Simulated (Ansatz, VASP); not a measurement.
## Mg: VASP beside Ansatz

```
CELL_PARAMETERS angstrom
5.14013 0.00000 0.00000
-2.57006 4.45148 0.00000
0.00000 0.00000 3.11412
ATOMIC_POSITIONS crystal
Mg 0.00000 0.00000 0.00000
Mg 0.33333 0.66667 0.50000
Mg 0.66667 0.33333 0.50000
```

Alike in both runs: task single point; functional PBEsol; k mesh 8 × 8 × 12; occupations fermi-dirac, width 0.1 eV; no spin polarisation.

|  | VASP | Ansatz |
| --- | --- | --- |
| version | VASP 6.6.1 | Ansatz 0.2.0 |
| potentials or method | VASP PAW PBE potentials, release 64 (Mg), cutoff 520 eV | plane waves (420 eV) with PAW, scalar-relativistic |
| valence electrons in the cell | 6 | 30 |

```csv
,VASP,Ansatz,Ansatz less VASP
pressure (GPa),-1.4,-1.3,+0.06
"traceless stress, the component that is largest in VASP (GPa)",0.06,0.06,+0.002
```

VASP's potentials were made for PBE, not for PBEsol, and Ansatz warns of the same on its side. VASP's potentials hold 6 valence electrons a cell and Ansatz's 30, so a difference there can come from the potentials and not from the codes.
